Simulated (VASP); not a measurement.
A run of VASP 6.6.1:

File INCAR:

```
SYSTEM = SnSe2
PREC = Accurate ; ENCUT = 500
EDIFF = 1E-7 ; ISMEAR = 0
SIGMA = 0.02 ; LREAL = .FALSE.
LASPH = .TRUE. ; NELM = 120
ALGO = Normal ; ISIF = 4
LWAVE = .FALSE. ; LCHARG = .FALSE.
GGA = PE ; IVDW = 12
IBRION = 2 ; NSW = 50
EDIFFG = -0.01 ; GGA_COMPAT = .FALSE.
NELMIN = 4
```

KPOINTS

```
regular mesh
0
G
  12 12 6
  0 0 0
```

The input POSCAR:

```
SnSe2
1.0
    3.7445434912      0.0000000000      0.0000000000
   -1.8722717456      3.2428697890      0.0000000000
    0.0000000000      0.0000000000      5.5593742038
Sn Se
1 2
Direct
    0.0000000000      0.0000000000      0.0000000000
    0.3333333333      0.6666666667      0.2830331316
    0.6666666667      0.3333333333      0.7169668684
```

Potentials or basis: VASP PAW PBE potentials, release 64 (Sn_d, Se).

The run is started by

```bash
$ cat potpaw_PBE.64/Sn_d/POTCAR potpaw_PBE.64/Se/POTCAR > POTCAR
$ mpirun -np 1 vasp_std > vasp.out
```

Hardware: 1 thread of Intel Xeon 8259CL, with other jobs on the host.

**Question.** How long does it take, and how much memory?

**Answer.** Wall time 12 min on 1 thread of Intel Xeon 8259CL (shared host), peak memory 0.27 GiB. Counts: scf iterations 60, k points 100, ion steps 8.
